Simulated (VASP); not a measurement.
The system is Pt.

```
Pt
1.0
     0.00000    1.94743    1.94743
     1.94743    0.00000    1.94743
     1.94743    1.94743    0.00000
Pt
1
Direct
  0.00000 0.00000 0.00000
```

Base run:

```yaml
Program: VASP 6.6.1
Functional: LDA
Potentials_or_basis: VASP PAW LDA potentials, release 64 (Pt)
Cutoff: 520 eV
k_mesh: 14 × 14 × 14
Occupations: methfessel-paxton, width 0.01 eV
Spin: no spin polarisation
```

Its results: band gap on the k mesh zero (band 5 reaches 12.06 eV, above the bottom of band 6 at 9.75 eV); pressure 0.3 GPa.

Problem. The run is repeated on the same cell with these changes: occupations from methfessel-paxton, width 0.01 eV to gaussian, width 1 eV. What comes out?

Solution. Band gap on the k mesh zero (band 5 reaches 12.08 eV, above the bottom of band 6 at 9.75 eV); pressure 3.9 GPa.

Caveats: spin-orbit coupling is left out, which moves the levels of the heavy elements.
